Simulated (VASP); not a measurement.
Write the native input for VASP 6.6.1 that does the following.

* Task: single point
* Functional: PBEsol
* Potentials or basis: VASP PAW PBE potentials, release 64 (Sn_d, Se)
* Cutoff: 520 eV
* k mesh: 8 × 8 × 6
* Occupations: gaussian, width 0.02 eV
* Spin: no spin polarisation
* Dipole correction: no
* Further INCAR settings: ALGO = Normal; EDIFF = 1e-06; NBANDS = 28

The structure of SnSe lies in POSCAR:

```
SnSe
1.0
    2.1354110500     -5.8742713000      0.0313337000
    2.1354110500      5.8742713000      0.0313337000
    0.0627837200      0.0000000000      4.1768877600
Sn Se
2 2
Direct
    0.8945445764      0.1456950881      0.2532047995
    0.1456950881      0.8945445764      0.7532047995
    0.6102860638      0.3494742717      0.2467952005
    0.3494742717      0.6102860638      0.7467952005
```

This cell differs from its parent crystal: strained and its atoms moved.

One way to write it, as run:

INCAR

```
SYSTEM = SnSe
PREC = Accurate ; ENCUT = 520
EDIFF = 1E-6 ; ISMEAR = 0
SIGMA = 0.02 ; LREAL = .FALSE.
LASPH = .TRUE. ; NELM = 100
ALGO = Normal ; ISIF = 2
LWAVE = .FALSE. ; LCHARG = .FALSE.
GGA = PS ; NBANDS = 28
```

KPOINTS

```
regular mesh
0
G
  8 8 6
  0 0 0
```

Potentials or basis: VASP PAW PBE potentials, release 64 (Sn_d, Se).

Run with:

```sh
$ cat potpaw_PBE.64/Sn_d/POTCAR potpaw_PBE.64/Se/POTCAR > POTCAR
$ mpirun -np 1 vasp_std > vasp.out
```

It gave:

```
Pressure               : -1.3 GPa
Largest force          : 0.560 eV/Å
Band gap on the k mesh : 0.17 eV, indirect (least direct gap 0.38 eV)
```

Caveat: the cell differs from its parent crystal (strained and its atoms moved); the PAW data sets were made with another functional, which shifts forces and pressure a little; spin-orbit coupling is left out, which moves the levels of the heavy elements.

It took 4.9 min on 1 thread of AMD EPYC 7R43 64-Core Processor (Zen 3), on a shared host, peak memory 0.41 GiB.
